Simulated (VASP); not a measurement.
Here is a VASP 6.6.1 calculation.

File INCAR:

```
PREC = Accurate ; ENCUT = 520
EDIFF = 1E-6 ; ISMEAR = -1
SIGMA = 0.02 ; LREAL = False
LASPH = True ; NELM = 100
ALGO = Normal ; ISIF = 2
LWAVE = False ; LCHARG = True
GGA = PE ; LELF = True
LVHAR = True ; NBANDS = 20
```

File KPOINTS:

```
regular mesh
0
Gamma
  12 12 4
```

Contents of POSCAR:

```
SnSe2
1.0
    3.8251493304      0.0765029866      0.0000000000
   -1.8463211353      3.2744250001      0.0000000000
    0.0000000000      0.0000000000      6.2270790464
Sn Se
1 2
Direct
    0.0000000000      0.0000000000      0.0000000000
    0.3346933374      0.6664557227      0.2530824787
    0.6653066626      0.3335442773      0.7469175213
```

Potentials or basis: VASP PAW PBE potentials, release 64 (Sn_d, Se).

The run is started by

```sh
$ cat potpaw_PBE.64/Sn_d/POTCAR potpaw_PBE.64/Se/POTCAR > POTCAR
$ mpirun -np 1 vasp_std > vasp.out
```

Estimate the pressure.

3.0 GPa.

Predict the band gap on the k mesh.

0.53 eV, indirect (least direct gap 1.11 eV).

Stress tensor (GPa, compression positive):
```
 2.93 -1.51  0.15
-1.51  3.08  0.00
 0.15  0.00  3.09
```

Caveat: the cell differs from its parent crystal (shear xy strain +4.0%); spin-orbit coupling is left out, which moves the levels of the heavy elements. A k mesh can miss the band edges.
